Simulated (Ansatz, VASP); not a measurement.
**One calculation of BaS, two programs**

```
Ba S
1.0
     3.82072    0.00000    0.00000
     0.00000    3.82072    0.00000
     0.00000    0.00000    3.82072
Ba S
1 1
Direct
  0.00000 0.00000 0.00000
  0.50000 0.50000 0.50000
```

Change from the starting cell: hydrostatic strain -0.3%.

Alike in both runs: task single point; functional PBE; k mesh 6 × 6 × 6; occupations fermi-dirac, width 0.02 eV; no spin polarisation.

|  | VASP | Ansatz |
| --- | --- | --- |
| version | VASP 6.6.1 | Ansatz 0.2.0 |
| potentials or method | VASP PAW PBE potentials, release 64 (Ba_sv, S) | plane waves, PAW |
| plane-wave cutoff (eV) | 520 | 420 |
| valence electrons in the cell | 16 | 16 |

|  | VASP | Ansatz | Ansatz less VASP |
| --- | --- | --- | --- |
| gap on the k mesh at the Fermi level (eV) | 1.42 | 1.55 | +0.131 |
| pressure (GPa) | 1.7 | 0.8 | -0.98 |

With one functional, cell and mesh, what is left measures potentials, basis and numerics.

Neither program's run includes spin-orbit coupling.
